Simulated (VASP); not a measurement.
## TaAl2: single point with PBE

Crystal: TaAl2.

```xyz
3
Lattice="0.0000 3.1347 3.1347 3.1347 0.0000 3.1347 3.1347 3.1347 0.0000" Properties=species:S:1:pos:R:3 pbc="T T T"
Ta    0.0000    0.0000    0.0000
Al    4.7021    4.7021    4.7021
Al    1.5674    1.5674    1.5674
```

```yaml
Program: VASP 6.6.1
Task: single point
Functional: PBE
Potentials_or_basis: VASP PAW PBE potentials, release 64 (Ta_pv, Al)
Cutoff: 520 eV
k_mesh: 12 × 12 × 12
Occupations: gaussian, width 0.1 eV
Spin: no spin polarisation
```

```json
{
  "Pressure": "0.0 GPa"
}
```

Levels at points of the mesh, in eV from the Fermi level:
| k point | band 4 | band 5 | band 6 | band 7 | band 8 | band 9 | band 10 | band 11 | band 12 | band 13 |
| --- | --- | --- | --- | --- | --- | --- | --- | --- | --- | --- |
| (0.00, 0.00, 0.00) | -8.80 | -2.39 | -2.39 | -2.39 | 0.06 | 0.06 | 1.60 | 4.59 | 4.59 | 4.59 |
| (0.50, 0.00, 0.00) | -6.53 | -5.20 | -1.92 | -1.92 | -0.54 | 0.65 | 0.65 | 1.47 | 1.47 | 3.20 |
| (0.50, 0.50, 0.00) | -5.08 | -4.61 | -4.31 | -0.94 | -0.94 | -0.45 | 0.21 | 0.21 | 1.18 | 6.25 |

Wall time 2.2 min on 1 thread of Intel Xeon 8259CL, on a shared host, peak memory 0.24 GiB.

Caveat: spin-orbit coupling is left out, which moves the levels of the heavy elements.
